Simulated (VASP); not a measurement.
A run of VASP 6.6.1 is set up as follows.

Contents of INCAR:

```
SYSTEM = Mg
ALGO = Normal
EDIFF = 1E-7
EDIFFG = -0.01
ENCUT = 600
GGA = PS
GGA_COMPAT = .False.
IBRION = 2
ISIF = 3
ISMEAR = -1
LASPH = .True.
LCHARG = .False.
LREAL = .False.
LWAVE = .False.
NELM = 120
NELMIN = 4
NSW = 80
PREC = Accurate
PSTRESS = 600.0
SIGMA = 0.1
```

Contents of KPOINTS:

```
k-points
0
Gamma
  10 10 10
  0 0 0
```

The input POSCAR:

```
Mg
1.0
   -1.8000000000      1.8000000000      1.8000000000
    1.8000000000     -1.8000000000      1.8000000000
    1.8000000000      1.8000000000     -1.8000000000
Mg
1
Direct
    0.0000000000      0.0000000000      0.0000000000
```

Potentials or basis: VASP PAW PBE potentials, release 64 (Mg).

The run is started by

```bash
$ cat potpaw_PBE.64/Mg/POTCAR > POTCAR
$ mpirun -np 1 vasp_std > vasp.out
```

Q: What does it give for the relaxed volume?

A: 12.96 Å³/atom.

Q: Estimate the relaxed cell.

A: a = 2.563 Å, b = 2.563 Å, c = 2.563 Å, α = 109.47°, β = 109.47°, γ = 109.47°.

Final structure:
```yaml
crystal:
  lattice:
    - [-1.47975, 1.47975, 1.47975]
    - [1.47975, -1.47975, 1.47975]
    - [1.47975, 1.47975, -1.47975]
  atoms:
    - { symbol: Mg, position: [0.00000, 0.00000, 0.00000] }
```

Caveat: the cell is relaxed towards a set pressure, so the run minimises the enthalpy, not the energy; the volume moved by over 15 % at a fixed basis, so the end points are rough; the PAW data sets were made with another functional, which shifts forces and pressure a little.
